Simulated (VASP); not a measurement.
# Sn (R-3m) in VASP: further runs, part 2 of 2

VASP 6.6.1. The steps go on from the part before.

## (4) Electric field gradients, PBEsol (shortest bond scaled by 0.58)

Input file INCAR:

```
SYSTEM = Sn
ALGO = Normal ; EDIFF = 1E-8
ENCUT = 520 ; GGA = PS
ISIF = 2 ; ISMEAR = -1
LASPH = .TRUE. ; LCHARG = .FALSE.
LEFG = .TRUE. ; LREAL = .FALSE.
LWAVE = .FALSE. ; NBANDS = 21
NELM = 80 ; PREC = Accurate
SIGMA = 0.05
```

Input file KPOINTS:

```
k-points
0
G
  8 8 8
  0 0 0
```

Input file POSCAR:

```
Sn
1.0
    0.0000000000      3.2710663102      3.2710663102
    3.2710663102      0.0000000000      3.2710663102
    3.2710663102      3.2710663102      0.0000000000
Sn
2
Direct
   -0.2825000000     -0.0725000000     -0.0725000000
    0.2825000000      0.0725000000      0.0725000000
```

Potentials or basis: VASP PAW PBE potentials, release 64 (Sn_d).

Command:

```bash
$ cat potpaw_PBE.64/Sn_d/POTCAR > POTCAR
$ mpirun -np 1 vasp_std > vasp.out
```

OUTCAR:

```text
SYSTEM = Sn
   EDIFF = 1E-8
   ENCUT = 520
   GGA = PS
   ISIF = 2
   ISMEAR = -1
   LASPH = .TRUE.
   LREAL = .FALSE.
   NELM = 80
   PREC = Accurate

 ion  position               nearest neighbor table
   1  0.718  0.928  0.928-   2 1.64   2 3.42   2 3.42   2 3.42
   2  0.282  0.072  0.072-   1 1.64   1 3.42   1 3.42   1 3.42

 -----------------------------------------------------------------------------
|                                                                             |
|           W    W    AA    RRRRR   N    N  II  N    N   GGGG   !!!           |
|           W    W   A  A   R    R  NN   N  II  NN   N  G    G  !!!           |
|           W    W  A    A  R    R  N N  N  II  N N  N  G       !!!           |
|           W WW W  AAAAAA  RRRRR   N  N N  II  N  N N  G  GGG   !            |
|           WW  WW  A    A  R   R   N   NN  II  N   NN  G    G                |
|           W    W  A    A  R    R  N    N  II  N    N   GGGG   !!!           |
|                                                                             |
|     The distance between some ions is very small. Please check the          |
|     nearest-neighbor list in the OUTCAR file.                               |
|     I HOPE YOU KNOW WHAT YOU ARE DOING!                                     |
[... 793 lines left out ...]
 -----------------------------------------------------------------------------------
      6.06783      5.38090      5.38090       -35.948116     35.948116     35.948116
      0.47430      1.16123      1.16123        35.948116    -35.948116    -35.948116
 -----------------------------------------------------------------------------------
    total drift:                               -0.000000     -0.000000     -0.000000

  FREE ENERGIE OF THE ION-ELECTRON SYSTEM (eV)
  ---------------------------------------------------
  free  energy   TOTEN  =        12.1891667273 eV

  energy  without entropy=       12.1979827676  energy(sigma->0) =       12.19357475

 Electric field gradients (V/A^2)
---------------------------------------------------------------------
 ion       V_xx      V_yy      V_zz      V_xy      V_xz      V_yz
---------------------------------------------------------------------
   1      -0.000     0.000     0.000   -52.660   -52.660    52.663
   2      -0.000     0.000     0.000   -52.660   -52.660    52.663
---------------------------------------------------------------------

 Electric field gradients after diagonalization (V/A^2)
 (convention: |V_zz| > |V_xx| > |V_yy|)
----------------------------------------------------------------------
 ion       V_xx      V_yy      V_zz     asymmetry (V_yy - V_xx)/ V_zz
----------------------------------------------------------------------
   1     -52.663   -52.659   105.322       0.000
   2     -52.663   -52.659   105.322       0.000
----------------------------------------------------------------------

           NMR quadrupolar parameters

 Cq : quadrupolar parameter    Cq=e*Q*V_zz/h
 eta: asymmetry parameters     (V_yy - V_xx)/ V_zz
 Q  : nuclear electric quadrupole moment in mb (millibarn)
----------------------------------------------------------------------
 ion       Cq(MHz)       eta       Q (mb)
----------------------------------------------------------------------
   1       0.255       0.000       1.000
   2       0.255       0.000       1.000
----------------------------------------------------------------------
```

OSZICAR:

```text
N       E                     dE             d eps       ncg     rms          rms(c)
DAV:   1     0.262340252623E+03    0.26234E+03   -0.15264E+04  2778   0.196E+03
DAV:   2     0.413057415113E+02   -0.22103E+03   -0.21631E+03  2745   0.465E+02
DAV:   3     0.127319153752E+02   -0.28574E+02   -0.28390E+02  3180   0.154E+02
DAV:   4     0.114581696927E+02   -0.12737E+01   -0.12729E+01  3130   0.341E+01
DAV:   5     0.113880698024E+02   -0.70100E-01   -0.70099E-01  4057   0.731E+00    0.821E+00
DAV:   6     0.119929657224E+02    0.60490E+00   -0.56293E-01  3505   0.457E+00    0.425E+00
DAV:   7     0.121776759801E+02    0.18471E+00   -0.32298E-01  3534   0.326E+00    0.609E-01
DAV:   8     0.121885168522E+02    0.10841E-01   -0.53977E-02  3422   0.139E+00    0.410E-01
DAV:   9     0.121892135882E+02    0.69674E-03   -0.41632E-03  3641   0.473E-01    0.907E-02
DAV:  10     0.121891715771E+02   -0.42011E-04   -0.44761E-04  3684   0.227E-01    0.400E-02
DAV:  11     0.121891583625E+02   -0.13215E-04   -0.10254E-04  3410   0.763E-02    0.142E-02
DAV:  12     0.121891651881E+02    0.68256E-05   -0.97380E-06  3275   0.365E-02    0.860E-03
DAV:  13     0.121891668580E+02    0.16699E-05   -0.21798E-06  3129   0.945E-03    0.373E-03
DAV:  14     0.121891667932E+02   -0.64841E-07   -0.27126E-07  3809   0.501E-03    0.140E-03
DAV:  15     0.121891667458E+02   -0.47404E-07   -0.25449E-08  2480   0.158E-03    0.521E-04
DAV:  16     0.121891667349E+02   -0.10908E-07   -0.10667E-08  2071   0.957E-04    0.900E-05
DAV:  17     0.121891667273E+02   -0.75943E-08   -0.32114E-09  1545   0.471E-04
   1 F= 0.12189167E+02 E0= 0.12193575E+02  d E =-.881604E-02
```

stdout:

```text
POSCAR found type information on POSCAR Sn
 POSCAR found :  1 types and       2 ions
 scaLAPACK will be used
 -----------------------------------------------------------------------------
|                                                                             |
|                                                                             |
|     You enforced a specific xc type in the INCAR file but a different       |
|     I HOPE YOU KNOW WHAT YOU ARE DOING!                                     |
[... 17 lines left out ...]
 -----------------------------------------------------------------------------

 POSCAR, INCAR and KPOINTS ok, starting setup
 FFT: planning ... GRIDC
 FFT: planning ... GRID_SOFT
 FFT: planning ... GRID
 WAVECAR not read
 entering main loop
ion   1

ion   2
```

It took 3.6 min on 1 thread of Intel Xeon 8259CL, shared host; peak memory 0.24 GiB.

What came out:

```
Free energy                             : 12.1892 eV
Pressure                                : 76.4 GPa
Largest force                           : 62.264 eV/Å
Band gap on the k mesh                  : zero (bands 14 and 15 overlap by 0.30 eV)
Largest electric field gradient by atom : Sn +105.3 V/Å²
```

Forces in eV/Å, atoms in the order of the input:
```
Sn  -35.948  35.948  35.948
Sn   35.948 -35.948 -35.948
```

Electric field gradients, principal values (V/Å²):
```
atom    least   middle  greatest (by size)
1 Sn  -52.659  -52.663             105.322
2 Sn  -52.659  -52.663             105.322
```

Caveat: the cell differs from its parent crystal (shortest bond scaled by 0.58); atoms lie so close that the PAW spheres overlap strongly, which falsifies energies and pressures; the cell stands under pressure; without QUAD_EFG the Cq values of the log hold for a quadrupole moment of 1 mb, not for the nuclei; the PAW data sets were made with another functional, which shifts forces and pressure a little; spin-orbit coupling is left out, which moves the levels of the heavy elements.

## (5) The runs side by side

| cell | gap on the mesh (eV) | pressure (GPa) | largest force (eV/Å) |
| --- | --- | --- | --- |
| as given, shortest bond scaled by 0.82 | none | 7.1 | 7.50 |
| as given, shortest bond scaled by 0.76 | none | 15.5 | 13.60 |
| as given, shortest bond scaled by 0.58 | none | 76.4 | 62.26 |

Some of these runs hold the atoms at other places in the same cell, which the table doesn't show; runs alike in all that it shows share one row.

Alike in all rows: task electric field gradients; level PBEsol; potentials or basis VASP PAW PBE potentials, release 64 (Sn_d); no spin polarisation; k mesh 8 × 8 × 8; cutoff (eV) 520; smearing fermi-dirac 0.05 eV.

Caveats: the cell stands under pressure; the PAW data sets were made with another functional, which shifts forces and pressure a little; spin-orbit coupling is left out, which moves the levels of the heavy elements; atoms lie so close that the PAW spheres overlap strongly, which falsifies energies and pressures (at least some runs).

Total energies depend on the potentials used, so only differences within one code and one set of settings carry meaning.
